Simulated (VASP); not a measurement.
# TaC (Fm-3m) in VASP: single point with PBE

Aim: the single point of TaC with PBE.

Everything below comes from runs of VASP 6.6.1. Logs are shortened: lines on timing, memory, paths and dates and some standing lists are left out, and cuts for length are marked.

## Step 1: The cell of the first run

The structure is cubic, space group Fm-3m (No. 225). Conventional cell: a = 4.475 Å, b = 4.475 Å, c = 4.475 Å, α = 90.00°, β = 90.00°, γ = 90.00°. Within 3.0 Å of Ta (site symmetry m-3m) lie 6 C at 2.24 Å. Within 3.0 Å of C (site symmetry m-3m) lie 6 Ta at 2.24 Å.

## Step 2: Single point, PBE

INCAR reads:

```
SYSTEM = TaC
  ALGO = Normal
  EDIFF = 1E-7
  ENCUT = 520
  GGA = PE
  ISIF = 2
  ISMEAR = 0
  LASPH = .True.
  LCHARG = .False.
  LREAL = .False.
  LWAVE = .False.
  NBANDS = 14
  NELM = 80
  PREC = Accurate
  SIGMA = 0.1
```

KPOINTS reads:

```
k-points
0
Gamma
  16 16 16
  0 0 0
```

POSCAR reads:

```
TaC
1.0
    0.0000000000      2.2376290036      2.2376290036
    2.2376290036      0.0000000000      2.2376290036
    2.2376290036      2.2376290036      0.0000000000
Ta C
1 1
Direct
    0.0000000000      0.0000000000      0.0000000000
    0.5000000000      0.5000000000      0.5000000000
```

Potentials or basis: VASP PAW PBE potentials, release 64 (Ta_pv, C).

Launch:

```console
> cat potpaw_PBE.64/Ta_pv/POTCAR potpaw_PBE.64/C/POTCAR > POTCAR
> mpirun -np 1 vasp_std > vasp.out
```

OUTCAR:

```text
SYSTEM = TaC
   EDIFF = 1E-7
   ENCUT = 520
   GGA = PE
   ISIF = 2
   ISMEAR = 0
   LASPH = .True.
   LREAL = .False.
   NELM = 80
   PREC = Accurate

 ion  position               nearest neighbor table
   1  0.000  0.000  0.000-   2 2.24   2 2.24   2 2.24   2 2.24   2 2.24   2 2.24
   2  0.500  0.500  0.500-   1 2.24   1 2.24   1 2.24   1 2.24   1 2.24   1 2.24

  LATTYP: Found a face centered cubic cell.
 ALAT       =     4.4752580072

  Lattice vectors:

 A1 = (   0.0000000000,   2.2376290036,   2.2376290036)
 A2 = (   2.2376290036,   0.0000000000,   2.2376290036)
 A3 = (   2.2376290036,   2.2376290036,   0.0000000000)

Analysis of symmetry for initial positions (statically):
=====================================================================
 Subroutine PRICEL returns:
 Original cell was already a primitive cell.

 Routine SETGRP: Setting up the symmetry group for a
 face centered cubic supercell.

 Subroutine GETGRP returns: Found 48 space group operations
 (whereof 48 operations were pure point group operations)
 out of a pool of 48 trial point group operations.

The static configuration has the point symmetry O_h .

Analysis of symmetry for dynamics (positions and initial velocities):
=====================================================================
 Subroutine PRICEL returns:
 Original cell was already a primitive cell.

 Routine SETGRP: Setting up the symmetry group for a
 face centered cubic supercell.

 Subroutine GETGRP returns: Found 48 space group operations
 (whereof 48 operations were pure point group operations)
 out of a pool of 48 trial point group operations.

The dynamic configuration has the point symmetry O_h .

 Subroutine INISYM returns: Found 48 space group operations
 (whereof 48 operations are pure point group operations),
 and found     1 'primitive' translations

----------------------------------------------------------------------------------------

                                     Primitive cell

  volume of cell :      22.4075

  direct lattice vectors                    reciprocal lattice vectors
     0.000000000  2.237629004  2.237629004    -0.223450804  0.223450804  0.223450804
     2.237629004  0.000000000  2.237629004     0.223450804 -0.223450804  0.223450804
     2.237629004  2.237629004  0.000000000     0.223450804  0.223450804 -0.223450804

  length of vectors
     3.164485284  3.164485284  3.164485284     0.387028146  0.387028146  0.387028146

  position of ions in fractional coordinates (direct lattice)
     0.000000000  0.000000000  0.000000000
     0.500000000  0.500000000  0.500000000

  ion indices of the primitive-cell ions
   primitive index   ion index
                 1           1
                 2           2

----------------------------------------------------------------------------------------

 KPOINTS: k-points

Automatic generation of k-mesh.
 Grid dimensions read from file:
 generate k-points for:   16   16   16

 Generating k-lattice:

  Cartesian coordinates                     Fractional coordinates (reciprocal lattice)
    -0.013965675  0.013965675  0.013965675     0.062500000  0.000000000  0.000000000
     0.013965675 -0.013965675  0.013965675     0.000000000  0.062500000  0.000000000
     0.013965675  0.013965675 -0.013965675     0.000000000  0.000000000  0.062500000

  Length of vectors
     0.024189259  0.024189259  0.024189259

  Shift w.r.t. Gamma in fractional coordinates (k-lattice)
     0.000000000  0.000000000  0.000000000

 Subroutine IBZKPT returns following result:
 ===========================================

 Found    145 irreducible k-points:

 Following reciprocal coordinates:
            Coordinates               Weight
  0.000000  0.000000  0.000000      1.000000
  0.062500  0.000000  0.000000      8.000000
  0.125000  0.000000  0.000000      8.000000
  0.187500  0.000000  0.000000      8.000000
  0.250000  0.000000  0.000000      8.000000
  0.312500  0.000000  0.000000      8.000000
[... 16 lines left out ...]
 -0.125000  0.062500  0.000000     24.000000
 -0.062500  0.062500  0.000000     12.000000
 [... further k-points ...]
   k-points           NKPTS =    145   k-points in BZ     NKDIM =    145   number of bands    NBANDS=     14
   number of dos      NEDOS =    301   number of ions     NIONS =      2
   total plane-waves  NPLWV =  13824
   dimension x,y,z NGX =    24 NGY =   24 NGZ =   24
   dimension x,y,z NGXF=    48 NGYF=   48 NGZF=   48
   ions per type =               1   1
   NGX,Y,Z   is equivalent  to a cutoff of  12.61, 12.61, 12.61 a.u.
   NGXF,Y,Z  is equivalent  to a cutoff of  25.22, 25.22, 25.22 a.u.
 SYSTEM =  TaC
   PREC   = accura    normal or accurate (medium, high low for compatibility)
   ISTART =      0    job   : 0-new  1-cont  2-samecut
   ICHARG =      2    charge: 1-file 2-atom 10-const
   ISPIN  =      1    spin polarized calculation?
   LNONCOLLINEAR =      F non collinear calculations
   LSORBIT =      F    spin-orbit coupling
   LASPH  =      T    aspherical Exc in radial PAW
   ENCUT  =  520.0 eV  38.22 Ry    6.18 a.u.   5.88  5.88  5.88*2*pi/ulx,y,z
   NELM   =     80;   NELMIN=  2; NELMDL= -5     # of ELM steps
   EDIFF  = 0.1E-06   stopping-criterion for ELM
   LREAL  =      F    real-space projection
   EDIFFG = 0.1E-05   stopping-criterion for IOM
   NSW    =      0    number of steps for IOM
   IBRION =     -1    ionic relax: 0-MD 1-quasi-New 2-CG
   NFREE  =      0    steps in history (QN), initial steepest desc. (CG)
   ISIF   =      2    stress and relaxation
   ISYM   =      2    0-nonsym 1-usesym 2-fastsym
   POTIM  = 0.5000    time-step for ionic-motion
   TEBEG  =    0.0;   TEEND  =   0.0 temperature during run
   PSTRESS=    0.0 pullay stress
   NELECT =      15.0000    total number of electrons
   NUPDOWN=      -1.0000    fix difference up-down
   EMIN   =  10.00;   EMAX   =-10.00  energy-range for DOS
   EFERMI =   0.00;   METHOD = LEGACY
   ISMEAR =     0;   SIGMA  =   0.10  broadening in eV -4-tet -1-fermi 0-gaus
   EFERMI_NEDOS =   21; number of points for ismear=-14 and -15
   IALGO  =     38    algorithm
   IMIX   =      4    mixing-type and parameters
     AMIX     =   0.40;   BMIX     =  1.00
     AMIX_MAG =   1.60;   BMIX_MAG =  1.00
  volume/ion in A,a.u.               =      11.20        75.61
  Fermi-wavevector in a.u.,A,eV,Ry     =   1.432102  2.706280 27.904393  2.050915
  Thomas-Fermi vector in A             =   2.551766
   LORBIT       =      0    0 simple, 1 ext, 2 COOP (PROOUT), +10 PAW based schemes
   GGA     = PE    functional components
   LHFCALC =     F    Hartree Fock is set to
   AEXX    =    0.0000 exact exchange contribution
   IVDW    =     0    specifies the selected vdW correction
   LEPSILON=     F    determine dielectric tensor
   LRPA    =     F    only Hartree local field effects (RPA)
 non-spin polarized calculation
 Gauss-broadening in eV      SIGMA  =   0.10
  energy-cutoff  :      520.00
  volume of cell :       22.41
 maximum number of plane-waves:       620
   NGX = 11   NGY = 11   NGZ = 11

 number of electron      14.9999999 magnetization

 Free energy of the ion-electron system (eV)
  ---------------------------------------------------
  ext. energy  EPLUGINS =         0.00000000
  ---------------------------------------------------
  free energy    TOTEN  =       -22.20730779 eV

  energy without entropy =      -22.20565605  energy(sigma->0) =      -22.20648192

 E-fermi :   8.2394     XC(G=0): -13.1322

 val. band max:        8.2135003885   @ k =   0.4375   0.1875   0.0625
 cond. band min:       8.2598896037   @ k =   0.1250   0.0625   0.0000
 fundamental gap:      0.0463892152
 Fermi energy:         8.2394273760

 k-point     1 :       0.0000    0.0000    0.0000
  band No.  band energies     occupation
      1     -26.8522      2.00000
      2     -26.8522      2.00000
      3     -26.8522      2.00000
      4      -6.4640      2.00000
      5       6.9499      2.00000
      6       6.9499      2.00000
      7       6.9499      2.00000
      8       7.7887      2.00000
      9       7.7887      2.00000
     10       7.7887      2.00000
     11       8.8976      0.00000
     12       8.8976      0.00000
     13      14.6768      0.00000
     14      18.2950      0.00000

 k-point     2 :       0.0625    0.0000    0.0000
  band No.  band energies     occupation
      1     -26.8795      2.00000
      2     -26.8550      2.00000
      3     -26.8550      2.00000
      4      -6.3555      2.00000
      5       6.3522      2.00000
      6       6.6921      2.00000
      7       6.6921      2.00000
      8       7.4322      2.00000
      9       7.4322      2.00000
     10       8.1490      1.79880
     11       9.7280      0.00000
     12       9.7280      0.00000
     13      14.8963      0.00000
     14      18.5708      0.00000

 k-point     3 :       0.1250    0.0000    0.0000
  band No.  band energies     occupation
      1     -26.9567      2.00000
      2     -26.8628      2.00000
      3     -26.8628      2.00000
      4      -6.0385      2.00000
      5       5.3254      2.00000
      6       5.8292      2.00000
      7       5.8292      2.00000
      8       7.6035      2.00000
      9       7.6035      2.00000
     10       8.5589      0.00001
     11      11.0566      0.00000
     12      11.0566      0.00000
     13      15.4675      0.00000
     14      19.3324      0.00000
[... 324 lines left out ...]
 k-point    23 :      -0.1250    0.0625    0.0000
  band No.  band energies     occupation
      1     -27.0015      2.00000
      2     -26.8885      2.00000
      3     -26.8598      2.00000
      4      -5.8036      2.00000
      5       4.7978      2.00000
      6       5.2569      2.00000
      7       5.4278      2.00000
      8       7.4198      2.00000
      9       8.3297      0.20167
     10       8.9583      0.00000
     11      10.8245      0.00000
     12      12.3567      0.00000
     13      15.8932      0.00000
     14      19.8650      0.00000

 k-point    24 :      -0.0625    0.0625    0.0000
  band No.  band energies     occupation
      1     -26.9173      2.00000
      2     -26.8706      2.00000
      3     -26.8544      2.00000
      4      -6.1787      2.00000
      5       5.8352      2.00000
      6       6.0315      2.00000
      7       6.1550      2.00000
      8       7.1159      2.00000
      9       8.0014      1.99924
     10       8.5793      0.00000
     11       9.8542      0.00000
     12      10.9672      0.00000
     13      15.2488      0.00000
     14      19.0088      0.00000

 [... further k-points ...]
[... 5 lines left out ...]
  --------------------------------------------------------------------------------------
  -------------------------------------------------------------------------------------
  Total        0.0980136      0.0980136      0.0980136      0.0000000     -0.0000000      0.0000000
  in kB        7.0081370      7.0081370      7.0081370      0.0000000     -0.0000000      0.0000000
  external PRESSURE =       7.0081370 kB  Pullay stress =       0.0000000 kB

 VOLUME and BASIS-vectors are now :
 -----------------------------------------------------------------------------
  energy-cutoff  :      520.00
  volume of cell :       22.41
      direct lattice vectors                 reciprocal lattice vectors
     0.000000000  2.237629004  2.237629004    -0.223450804  0.223450804  0.223450804
     2.237629004  0.000000000  2.237629004     0.223450804 -0.223450804  0.223450804
     2.237629004  2.237629004  0.000000000     0.223450804  0.223450804 -0.223450804

 POSITION                                       TOTAL-FORCE (eV/Angst)
 -----------------------------------------------------------------------------------
      0.00000      0.00000      0.00000         0.000000     -0.000000     -0.000000
      2.23763      2.23763      2.23763        -0.000000      0.000000      0.000000
 -----------------------------------------------------------------------------------
    total drift:                                0.000000     -0.000000     -0.000000

  FREE ENERGIE OF THE ION-ELECTRON SYSTEM (eV)
  ---------------------------------------------------
  free  energy   TOTEN  =       -22.2073077851 eV

  energy  without entropy=      -22.2056560542  energy(sigma->0) =      -22.20648192
```

Wall time 69 s (1 thread of AMD EPYC 7R13 (Zen 3), shared host); peak memory 0.14 GiB.

What came out:

- Free energy: -22.2073 eV
- Pressure: 0.7 GPa

Caveat: spin-orbit coupling is left out, which moves the levels of the heavy elements.
